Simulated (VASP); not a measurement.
Input of a VASP 6.6.1 run:

File INCAR:

```
SYSTEM = CsC2
PREC = Accurate
ENCUT = 520
EDIFF = 1E-6
ISMEAR = 0
SIGMA = 0.1
LREAL = .FALSE.
LASPH = .TRUE.
NELM = 60
ALGO = Normal
ISIF = 2
LWAVE = .FALSE.
LCHARG = .TRUE.
GGA = PE
LELF = .TRUE.
LVHAR = .TRUE.
NBANDS = 16
```

The input KPOINTS:

```
Automatic mesh
0
G
  18 18 18
  0 0 0
```

The input POSCAR:

```
CsC2
1.0
   -3.2085515739      3.2085515739      1.4057072622
    3.2085515739     -3.2085515739      1.4057072622
    3.2085515739      3.2085515739     -1.4057072622
Cs C
1 2
Direct
    0.0000000000      0.0000000000      0.0000000000
    0.7500000000      0.2500000000      0.5000000000
    0.2500000000      0.7500000000      0.5000000000
```

Potentials or basis: VASP PAW PBE potentials, release 64 (Cs_sv, C).

Launch:

```console
$ cat potpaw_PBE.64/Cs_sv/POTCAR potpaw_PBE.64/C/POTCAR > POTCAR
$ mpirun -np 1 vasp_std > vasp.out
```

Question: Predict the band gap on the k mesh.

Answer: Zero (an odd number of electrons rules out a gap without spin polarisation).

Question: Predict the pressure.

Answer: 0.5 GPa.

Stress tensor (GPa, compression positive):
```
0.18 0.00 0.00
0.00 0.18 0.00
0.00 0.00 1.00
```

Caveat: spin-orbit coupling is left out, which moves the levels of the heavy elements; an odd number of electrons without spin polarisation forces a metal; a magnetic or distorted state may lie lower.
